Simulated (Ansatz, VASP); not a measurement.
Ga in VASP and in Ansatz

File INCAR:

```
ALGO = Fast
EDIFF = 1E-7
ENCUT = 520
GGA = PS
ISIF = 2
ISMEAR = 0
LASPH = True
LCHARG = False
LREAL = False
LWAVE = False
NBANDS = 12
NELM = 100
PREC = Accurate
SIGMA = 0.15
```

KPOINTS

```
k-points
0
Gamma
  24 24 24
```

Contents of POSCAR:

```
Ga
1.0
   -1.4040000000      1.3829400000      2.2290000000
    1.4040000000     -1.3829400000      2.2290000000
    1.4040000000      1.3829400000     -2.2290000000
Ga
1
Direct
    0.0000000000      0.0000000000      0.0000000000
```

Input for Ansatz:

```yaml
crystal:
  lattice:
    - [-1.404, 1.38294, 2.229]
    - [1.404, -1.38294, 2.229]
    - [1.404, 1.38294, -2.229]
  atoms:
    - { symbol: Ga, position: [0.0, 0.0, 0.0] }
basis:
  ecutwfc: 420
kpoints:
  mp_grid: { grid: [24, 24, 24] }
hamiltonian:
  xc: pbesol
scf:
  occupations: { method: gaussian, width: 0.15 }
output:
  forces: true
  stress: true
  eigenvalues: true
  write_density: true
  write_potential: true
  elf: true
  volumetric_format: npy
```

Change from the starting cell: strain -0.0150 x Voigt [0, 1, 0, 0, 0, 0], atoms carried along.

Alike in both runs: task single point; functional PBEsol; k mesh 24 × 24 × 24; occupations gaussian, width 0.15 eV; no spin polarisation.

```csv
,VASP,Ansatz
version,VASP 6.6.1,Ansatz 0.2.0
potentials or method,"VASP PAW PBE potentials, release 64 (Ga_d), cutoff 520 eV","scalar-relativistic, plane waves, PAW"
valence electrons in the cell,13,13
```

```tsv
	VASP	Ansatz	Ansatz less VASP
gap on the k mesh at the Fermi level (eV)	none	none	-
pressure (GPa)	1.4	1.4	+0.01
traceless stress, the component that is largest in VASP (GPa)	0.18	0.18	-0.003
```

VASP's potentials were made for PBE, not for PBEsol. A gap of «none» marks a metal or a gap that the smearing closes.
